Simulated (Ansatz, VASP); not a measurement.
Tc in VASP and in Ansatz

INCAR

```
SYSTEM = Tc
ALGO = Normal
EDIFF = 1E-6
EDIFFG = -0.01
ENCUT = 600
GGA = PE
IBRION = 2
ISIF = 3
ISMEAR = 1
IVDW = 13
LASPH = .TRUE.
LCHARG = .FALSE.
LREAL = .FALSE.
LWAVE = .FALSE.
NELM = 60
NSW = 60
PREC = Accurate
SIGMA = 0.2
```

Contents of KPOINTS:

```
k-points
0
G
  13 13 13
  0 0 0
```

Contents of POSCAR:

```
Tc
1.0
    0.0000000000      1.9500000000      1.9500000000
    1.9500000000      0.0000000000      1.9500000000
    1.9500000000      1.9500000000      0.0000000000
Tc
1
Direct
    0.0000000000      0.0000000000      0.0000000000
```

Input for Ansatz:

```yaml
crystal:
  lattice:
    - [0.0, 1.95, 1.95]
    - [1.95, 0.0, 1.95]
    - [1.95, 1.95, 0.0]
  atoms:
    - { symbol: Tc, position: [0.0, 0.0, 0.0] }
kpoints:
  mp_grid:
    grid: [13, 13, 13]
    shift: [0.0, 0.0, 0.0]
hamiltonian:
  xc: pbe
  dispersion: d4
scf:
  convergence:
    dr2_threshold: 1.0e-05
  lower_state_search: "off"
  occupations:
    method: cold
    width: 0.2
relax:
  max_steps: 40
  cell: {}
```

Alike in both runs: task relaxation of cell and atoms; functional PBE; dispersion D4; k mesh 13 × 13 × 13; no spin polarisation.

|  | VASP | Ansatz |
| --- | --- | --- |
| version | VASP 6.6.1 | Ansatz 0.2.0 |
| potentials or method | VASP PAW PBE potentials, release 64 (Tc_pv) | plane waves, PAW |
| plane-wave cutoff (eV) | 600 | 500 |
| occupations | methfessel-paxton of order 1, width 0.2 eV | cold, width 0.2 eV |
| valence electrons in the cell | 13 | 15 |

|  | VASP | Ansatz | Ansatz less VASP |
| --- | --- | --- | --- |
| relaxed volume (Å³/atom) | 14.19 | 14.22 | +0.029 |
| relaxed length of the cell vector where the two differ most in proportion (Å) | 2.718 | 2.719 | +0.0019 |

VASP's potentials hold 13 valence electrons a cell and Ansatz's 15, so a difference there can come from the potentials and not from the codes. Ansatz's warnings: force scf threshold loose, stress scf threshold loose.
